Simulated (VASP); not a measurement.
## ZnS (klda): single point with LDA

Crystal: ZnS (klda).

```
Zn S
1.0
     0.00000    2.64838    2.64838
     2.64838    0.00000    2.64838
     2.64838    2.64838    0.00000
Zn S
1 1
Cartesian
  0.0000 0.0000 0.0000
  3.9726 3.9726 3.9726
```

| Item | Value |
| --- | --- |
| Program | VASP 6.6.1 |
| Task | single point |
| Functional | LDA |
| Potentials or basis | VASP PAW LDA potentials, release 64 (Zn, S) |
| Cutoff | 520 eV |
| k mesh | 10 × 10 × 10 |
| Occupations | gaussian, width 0.02 eV |
| Spin | no spin polarisation |
| Dipole correction | no |
| Further INCAR settings | ALGO = Normal; EDIFF = 1e-06; NBANDS = 16 |

| Quantity | Value |
| --- | --- |
| Pressure | 0.2 GPa |
| Band gap on the k mesh | 2.16 eV, direct |

Levels at points of the mesh, in eV from the valence-band top:
```csv
k point,band 5,band 6,band 7,band 8,band 9,band 10,band 11,band 12,band 13,band 14
"(0.00, 0.00, 0.00)",-6.20,-6.20,0.00,0.00,0.00,2.16,6.21,6.21,6.21,11.83
"(0.50, 0.00, 0.00)",-6.17,-5.98,-5.78,-0.97,-0.97,3.23,6.76,6.76,8.85,12.15
"(0.50, 0.50, 0.00)",-6.12,-5.96,-4.91,-2.47,-2.47,3.06,3.89,11.16,12.20,12.20
```

Wall time 13 s on 1 thread of Intel Xeon 6975P-C, on a shared host, peak memory 0.15 GiB.
